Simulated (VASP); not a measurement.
# W (Fmmm) in VASP: single point with PBE

Aim: the single point of W with PBE.

Program: VASP 6.6.1. These are calculated values, not measurements. Logs are shortened: lines on timing, memory, paths and dates and some standing lists are left out, and cuts for length are marked.

## (1) The cell of the first run

The structure is orthorhombic, space group Fmmm (No. 69). Conventional cell: a = 3.195 Å, b = 4.292 Å, c = 4.744 Å, α = 90.00°, β = 90.00°, γ = 90.00°. W (site symmetry mmm) has 14 W at 2.68 to 3.20 Å within 3.5 Å.

## (2) Single point, PBE (strain -0.1000 x Voigt [0, 0, 0, 0, 1, 0])

File INCAR:

```
SYSTEM = W
PREC = Accurate
ENCUT = 500
EDIFF = 1E-6
ISMEAR = 0
SIGMA = 0.15
LREAL = .False.
LASPH = .True.
NELM = 120
ALGO = Normal
ISIF = 2
LWAVE = .False.
LCHARG = .True.
GGA = PE
LELF = .True.
LVHAR = .True.
NBANDS = 13
GGA_COMPAT = .False.
```

File KPOINTS:

```
regular mesh
0
Gamma
  20 20 20
  0 0 0
```

File POSCAR:

```
W
1.0
   -1.6771650000      1.5973000000      1.6771650000
    1.5174350000     -1.5973000000      1.5174350000
    1.6771650000      1.5973000000     -1.6771650000
W
1
Direct
    0.0000000000      0.0000000000      0.0000000000
```

Potentials or basis: VASP PAW PBE potentials, release 64 (W_sv).

Started as:

```console
> cat potpaw_PBE.64/W_sv/POTCAR > POTCAR
> mpirun -np 1 vasp_std > vasp.out
```

OUTCAR:

```text
SYSTEM = W
   PREC = Accurate
   ENCUT = 500
   EDIFF = 1E-6
   ISMEAR = 0
   LREAL = .False.
   LASPH = .True.
   NELM = 120
   ISIF = 2
   GGA = PE

 ion  position               nearest neighbor table
   1  0.000  0.000  0.000-

  LATTYP: Found a face centered orthorhombic cell.
 ALAT       =     3.1946000000
 B/A-ratio  =     1.3435028843
 C/A-ratio  =     1.4849242405

  Lattice vectors:

 A1 = (   3.1946000000,   0.0000000000,  -0.1597300000)
 A2 = (   1.6771650000,   1.5973000000,  -1.6771650000)
 A3 = (   1.5174350000,   1.5973000000,   1.5174350000)

Analysis of symmetry for initial positions (statically):
=====================================================================
 Subroutine PRICEL returns:
 Original cell was already a primitive cell.

 Routine SETGRP: Setting up the symmetry group for a
 face centered orthorhombic supercell.

 Subroutine GETGRP returns: Found  8 space group operations
 (whereof  8 operations were pure point group operations)
 out of a pool of  8 trial point group operations.

The static configuration has the point symmetry D_2h.

Analysis of symmetry for dynamics (positions and initial velocities):
=====================================================================
 Subroutine PRICEL returns:
 Original cell was already a primitive cell.

 Routine SETGRP: Setting up the symmetry group for a
 face centered orthorhombic supercell.

 Subroutine GETGRP returns: Found  8 space group operations
 (whereof  8 operations were pure point group operations)
 out of a pool of  8 trial point group operations.

The dynamic configuration has the point symmetry D_2h.

 Subroutine INISYM returns: Found  8 space group operations
 (whereof  8 operations are pure point group operations),
 and found     1 'primitive' translations

----------------------------------------------------------------------------------------

                                     Primitive cell

  volume of cell :      16.2604

  direct lattice vectors                    reciprocal lattice vectors
    -1.677165000  1.597300000  1.677165000     0.015690638  0.313028235  0.313812767
     1.517435000 -1.597300000  1.517435000     0.329503405  0.000000000  0.329503405
     1.677165000  1.597300000 -1.677165000     0.313812767  0.313028235  0.015690638

  length of vectors
     2.859568528  2.675179480  2.859568528     0.443521504  0.465988185  0.443521504

  position of ions in fractional coordinates (direct lattice)
[... 80 lines left out ...]
   NSW    =      0    number of steps for IOM
   IBRION =     -1    ionic relax: 0-MD 1-quasi-New 2-CG
   NFREE  =      0    steps in history (QN), initial steepest desc. (CG)
   ISIF   =      2    stress and relaxation
   ISYM   =      2    0-nonsym 1-usesym 2-fastsym
   POTIM  = 0.5000    time-step for ionic-motion
   TEBEG  =    0.0;   TEEND  =   0.0 temperature during run
   PSTRESS=    0.0 pullay stress
   NELECT =      14.0000    total number of electrons
   NUPDOWN=      -1.0000    fix difference up-down
   EMIN   =  10.00;   EMAX   =-10.00  energy-range for DOS
   EFERMI =   0.00;   METHOD = LEGACY
   ISMEAR =     0;   SIGMA  =   0.15  broadening in eV -4-tet -1-fermi 0-gaus
   EFERMI_NEDOS =   21; number of points for ismear=-14 and -15
   IALGO  =     38    algorithm
   IMIX   =      4    mixing-type and parameters
     AMIX     =   0.40;   BMIX     =  1.00
     AMIX_MAG =   1.60;   BMIX_MAG =  1.00
  volume/ion in A,a.u.               =      16.26       109.73
  Fermi-wavevector in a.u.,A,eV,Ry     =   1.557423  2.943104 33.001855  2.425568
  Thomas-Fermi vector in A             =   2.661076
   LORBIT       =      0    0 simple, 1 ext, 2 COOP (PROOUT), +10 PAW based schemes
   GGA     = PE    functional components
   LHFCALC =     F    Hartree Fock is set to
   AEXX    =    0.0000 exact exchange contribution
   IVDW    =     0    specifies the selected vdW correction
   LEPSILON=     F    determine dielectric tensor
   LRPA    =     F    only Hartree local field effects (RPA)
 non-spin polarized calculation
 Gauss-broadening in eV      SIGMA  =   0.15
  energy-cutoff  :      500.00
  volume of cell :       16.26
 maximum number of plane-waves:       436
 NGX is ok and might be reduce to    24
   NGX = 11   NGY =  9   NGZ = 11

 number of electron      14.0000002 magnetization

 Free energy of the ion-electron system (eV)
  ---------------------------------------------------
  ext. energy  EPLUGINS =         0.00000000
  ---------------------------------------------------
  free energy    TOTEN  =       -12.88600860 eV

  energy without entropy =      -12.88137093  energy(sigma->0) =      -12.88368976

 E-fermi :  11.1196     XC(G=0): -13.4897

 val. band max:       11.1171614707   @ k =  -0.1500   0.2000   0.0500
 cond. band min:      11.1208710364   @ k =  -0.1000   0.0000   0.1000
 fundamental gap:      0.0037095657
 Fermi energy:        11.1196486762

 k-point     1 :       0.0000    0.0000    0.0000
  band No.  band energies     occupation
      1     -63.1398      2.00000
      2     -26.8851      2.00000
      3     -26.7070      2.00000
      4     -26.5801      2.00000
      5       1.5941      2.00000
      6       9.0300      2.00000
      7       9.6057      2.00000
      8      10.7462      1.99957
      9      13.3350      0.00000
     10      13.6531      0.00000
     11      24.6534      0.00000
     12      25.6009      0.00000
     13      26.4945      0.00000
[... 354 lines left out ...]
  band No.  band energies     occupation
      1     -63.0322      2.00000
      2     -27.7549      2.00000
      3     -27.1083      2.00000
      4     -26.7014      2.00000
      5       5.0328      2.00000
      6       7.8733      2.00000
      7      10.0896      2.00000
      8      13.1233      0.00000
      9      13.9151      0.00000
     10      15.2959      0.00000
     11      23.4876      0.00000
     12      23.7130      0.00000
     13      29.8794      0.00000

 [... further k-points ...]
[... 5 lines left out ...]
  --------------------------------------------------------------------------------------
  -------------------------------------------------------------------------------------
  Total       -0.0458437      0.0609454     -0.0458437     -0.0000000     -0.0000000      1.4807513
  in kB       -4.5170827      6.0050881     -4.5170827     -0.0000000     -0.0000000    145.9016957
  external PRESSURE =      -1.0096924 kB  Pullay stress =       0.0000000 kB

 VOLUME and BASIS-vectors are now :
 -----------------------------------------------------------------------------
  energy-cutoff  :      500.00
  volume of cell :       16.26
      direct lattice vectors                 reciprocal lattice vectors
    -1.677165000  1.597300000  1.677165000     0.015690638  0.313028235  0.313812767
     1.517435000 -1.597300000  1.517435000     0.329503405  0.000000000  0.329503405
     1.677165000  1.597300000 -1.677165000     0.313812767  0.313028235  0.015690638

 POSITION                                       TOTAL-FORCE (eV/Angst)
 -----------------------------------------------------------------------------------
      0.00000      0.00000      0.00000         0.000000      0.000000      0.000000
 -----------------------------------------------------------------------------------
    total drift:                                0.000000     -0.000000      0.000000

  FREE ENERGIE OF THE ION-ELECTRON SYSTEM (eV)
  ---------------------------------------------------
  free  energy   TOTEN  =       -12.8860085956 eV

  energy  without entropy=      -12.8813709270  energy(sigma->0) =      -12.88368976
```

stdout:

```text
POSCAR found type information on POSCAR W
 POSCAR found :  1 types and       1 ions
 scaLAPACK will be used
 LDA part: xc-table for (Slater+PW92), standard interpolation
 POSCAR, INCAR and KPOINTS ok, starting setup
 FFT: planning ... GRIDC
 FFT: planning ... GRID_SOFT
 FFT: planning ... GRID
 WAVECAR not read
 entering main loop
```

Wall time 4.1 min (1 thread of Intel Xeon 8259CL, shared host); peak memory 0.33 GiB.

What came out:

```yaml
Free_energy: -12.8860 eV
Pressure: -0.1 GPa
Band_gap_on_the_k_mesh: zero (bands 7 and 8 overlap by 4.85 eV)
```

Levels at points of the mesh, in eV from the Fermi level:
| k point | band 4 | band 5 | band 6 | band 7 | band 8 | band 9 | band 10 | band 11 |
| --- | --- | --- | --- | --- | --- | --- | --- | --- |
| (0.00, 0.00, 0.00) | -37.70 | -9.53 | -2.09 | -1.51 | -0.37 | 2.22 | 2.53 | 13.53 |
| (0.50, 0.00, 0.00) | -37.79 | -6.13 | -3.55 | 0.58 | 2.12 | 2.97 | 5.65 | 10.87 |
| (0.00, 0.50, 0.00) | -37.96 | -6.10 | -3.28 | 1.42 | 1.51 | 2.15 | 6.65 | 10.70 |
| (0.50, 0.00, 0.50) | -37.73 | -6.29 | -3.80 | -0.21 | 2.79 | 3.71 | 5.30 | 9.33 |
| (0.50, 0.50, 0.50) | -38.53 | -5.74 | -5.62 | 3.88 | 4.77 | 6.06 | 7.55 | 8.00 |

Caveat: the cell differs from its parent crystal (strain -0.1000 x Voigt [0, 0, 0, 0, 1, 0]); spin-orbit coupling is left out, which moves the levels of the heavy elements.
